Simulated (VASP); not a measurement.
TiB2, 3 atoms in the cell. The structure is hexagonal, space group P6/mmm (No. 191). The conventional cell has a = 3.029 Å, b = 3.029 Å, c = 3.228 Å, α = 90.00°, β = 90.00°, γ = 120.00°. Within 3.1 Å of Ti (site symmetry 6/mmm) lie 12 B at 2.38 Å and 6 Ti at 3.03 Å. Within 2.3 Å of B (site symmetry -6m2) lie 3 B at 1.75 Å. 

| Property | Result |
| --- | --- |
| Program | VASP 6.6.1 |
| Task | single point |
| Functional | LDA |
| Potentials or basis | VASP PAW LDA potentials, release 64 (Ti_sv, B) |
| Cutoff | 500 eV |
| k mesh | 11 × 11 × 9 |
| Occupations | gaussian, width 0.05 eV |
| Spin | no spin polarisation |
| Dipole correction | no |
| Further INCAR settings | ALGO = Normal; EDIFF = 1e-06; NBANDS = 16 |

Potentials or basis: VASP PAW LDA potentials, release 64 (Ti_sv, B).

Run with:

```console
$ cat potpaw_LDA.64/Ti_sv/POTCAR potpaw_LDA.64/B/POTCAR > POTCAR
$ mpirun -np 1 vasp_std > vasp.out
```

Hardware: 1 thread of Intel(R) Xeon(R) Platinum 8375C CPU @ 2.90GHz (Ice Lake), on a shared host.

Problem. Estimate the wall time of this run.

Solution. It took 19 s on 1 thread of Intel(R) Xeon(R) Platinum 8375C CPU @ 2.90GHz (Ice Lake) (shared host), peak memory 0.15 GiB. Counts: scf iterations 14, k points 80.
